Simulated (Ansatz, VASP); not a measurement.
Al2Cu: VASP beside Ansatz

```
Al Cu
1.0
    -2.04463    2.04463    2.89123
     2.04463   -2.04463    2.89123
     2.04463    2.04463   -2.89123
Al Cu
2 1
Direct
  0.75000 0.25000 0.50000
  0.25000 0.75000 0.50000
  0.50000 0.50000 0.00000
```

Alike in both runs: functional PBE; k mesh 14 × 14 × 14; occupations gaussian, width 0.1 eV; no spin polarisation.

Ansatz relaxed the structure, and its values are those at the end. VASP's run is a single point on that final structure, the one shown.

|  | VASP | Ansatz |
| --- | --- | --- |
| version | VASP 6.6.1 | Ansatz 0.2.0 |
| potentials or method | VASP PAW PBE potentials, release 64 (Al, Cu), cutoff 520 eV | scalar-relativistic, plane waves, PAW |
| valence electrons in the cell | 17 | 25 |

|  | VASP | Ansatz | Ansatz less VASP |
| --- | --- | --- | --- |
| gap on the k mesh at the Fermi level (eV) | none | none | - |
| pressure (GPa) | 0.2 | 0.0 | -0.14 |

A gap of «none» marks a metal or a gap that the smearing closes. The functional is the same, so the differences come from potentials, cutoffs and numerics. VASP's potentials hold 17 valence electrons a cell and Ansatz's 25, so a difference there can come from the potentials and not from the codes.
